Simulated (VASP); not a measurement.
Co:

```xyz
1
Lattice="0.0000 1.8140 1.8140 1.8140 0.0000 1.8140 1.8140 1.8140 0.0000" Properties=species:S:1:pos:R:3 pbc="T T T"
Co    0.0000    0.0000    0.0000
```

Base run:

* Program: VASP 6.6.1
* Functional: PBE
* Potentials or basis: VASP PAW PBE potentials, release 64 (Co)
* Cutoff: 520 eV
* k mesh: 11 × 11 × 11
* Occupations: fermi-dirac, width 0.1 eV
* Spin: collinear spin, ferromagnetic start
* Starting moments: [3.4] μB
* Fixed moment: 3.4 μB

Its results: pressure 37.1 GPa; site moments Co +3.18 μB.

The run is repeated on the same cell with these changes: fixed moment from 3.4 μB to 0.85 μB; moments at the start from [3.4] to [0.85]. What comes out?

Pressure -23.0 GPa; site moments Co +0.88 μB.

Caveats: the total moment is fixed, so each spin has its own Fermi level.
